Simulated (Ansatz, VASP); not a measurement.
**Two plane-wave programs on BN**

The input INCAR:

```
SYSTEM = BN
PREC     = Accurate       ! precision mode
ENCUT    = 520            ! plane-wave cutoff, eV
EDIFF    = 1E-6           ! SCF threshold, eV
ISMEAR   = 0              ! smearing method
SIGMA    = 0.02           ! smearing width, eV
LREAL    = .FALSE.        ! projectors in reciprocal space
LASPH    = .TRUE.         ! aspherical terms in the spheres
NELM     = 60             ! most SCF steps
ALGO     = Normal         ! electronic algorithm
ISIF     = 2              ! what is computed and relaxed
LWAVE    = .FALSE.        ! write WAVECAR
LCHARG   = .FALSE.        ! write CHGCAR
GGA      = PS             ! functional
NBANDS   = 11             ! bands
```

The input KPOINTS:

```
Automatic mesh
0
G
  12 12 12
  0 0 0
```

Contents of POSCAR:

```
BN
1.0
    1.2040761474      0.6951736878      1.9662479880
   -1.2040761474      0.6951736878      1.9662479880
    0.0000000000     -1.3903473756      1.9662479880
B N
1 1
Direct
    1.0412164567      1.0412164567      1.0412164567
    0.2912165433      0.2912165433      0.2912165433
```

Input for Ansatz:

```yaml
crystal:
  lattice:
    - [1.2040761474, 0.6951736878, 1.966247988]
    - [-1.2040761474, 0.6951736878, 1.966247988]
    - [0.0, -1.3903473756, 1.966247988]
  atoms:
    - { symbol: B, position: [1.0412164567, 1.0412164567, 1.0412164567] }
    - { symbol: "N", position: [0.2912165433, 0.2912165433, 0.2912165433] }
basis:
  ecutwfc: 420
kpoints:
  mp_grid: { grid: [12, 12, 12] }
  band_path: { path: [VBM, CBM], npoints: 2 }
hamiltonian:
  xc: pbesol
scf:
  occupations: { method: gaussian, width: 0.02 }
output:
  forces: true
  stress: true
  eigenvalues: true
checkpoint:
  read: start.run
  write: ck
  compress: false
  write_wavefunctions: false
  write_every: 100000
```

Alike in both runs: task single point; functional PBEsol; k mesh 12 × 12 × 12; occupations gaussian, width 0.02 eV; no spin polarisation.

```csv
,VASP,Ansatz
version,VASP 6.6.1,Ansatz 0.2.0
potentials or method,"VASP PAW PBE potentials, release 64 (B, N), cutoff 520 eV","scalar-relativistic, plane waves, PAW"
valence electrons in the cell,8,8
```

|  | VASP | Ansatz | Ansatz less VASP |
| --- | --- | --- | --- |
| gap on the k mesh at the Fermi level (eV) | 4.45 | 4.47 | +0.019 |
| least direct gap on the mesh (eV) | 9.60 | 9.62 | +0.013 |

VASP's potentials were made for PBE, not for PBEsol.
